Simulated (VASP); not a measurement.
Wanted: the native input for a VASP 6.6.1 run.

| Item | Value |
| --- | --- |
| Task | single point |
| Functional | PBE |
| Potentials or basis | VASP PAW PBE potentials, release 64 (Be, As) |
| Cutoff | 520 eV |
| k mesh | 8 × 8 × 8 |
| Occupations | gaussian, width 0.1 eV |
| Spin | no spin polarisation |
| Dipole correction | no |
| Further INCAR settings | ALGO = Normal; EDIFF = 1e-06; NBANDS = 19 |

The structure of BeAs4 lies in POSCAR:

```
BeAs4
1.0
    4.9291559356      0.0000000000      0.0000000000
    0.0000000000      4.9291559356      0.0000000000
    0.0000000000      0.0000000000      4.9291559356
Be As
1 4
Direct
    0.0000000000      0.0000000000      0.0000000000
    0.0000000000      0.5000000000      0.5000000000
    0.5000000000      0.0000000000      0.5000000000
    0.5000000000      0.5000000000      0.0000000000
    0.5000000000      0.5000000000      0.5000000000
```

One way to write it, as run:

INCAR

```
PREC = Accurate
ENCUT = 520
EDIFF = 1E-6
ISMEAR = 0
SIGMA = 0.1
LREAL = F
LASPH = T
NELM = 100
ALGO = Normal
ISIF = 2
LWAVE = F
LCHARG = F
GGA = PE
NBANDS = 19
```

KPOINTS

```
regular mesh
0
Gamma
  8 8 8
```

Potentials or basis: VASP PAW PBE potentials, release 64 (Be, As).

The run is started by

```sh
$ cat potpaw_PBE.64/Be/POTCAR potpaw_PBE.64/As/POTCAR > POTCAR
$ mpirun -np 1 vasp_std > vasp.out
```

Results of the run:

```yaml
Pressure: 0.2 GPa
Band_gap_on_the_k_mesh: zero (band 11 reaches 3.97 eV, above the bottom of band 12 at 2.41 eV)
```

It took 31 s on 1 thread of AMD EPYC 9R45 96-Core Processor (Zen 5), with other jobs on the host, peak memory 0.23 GiB.
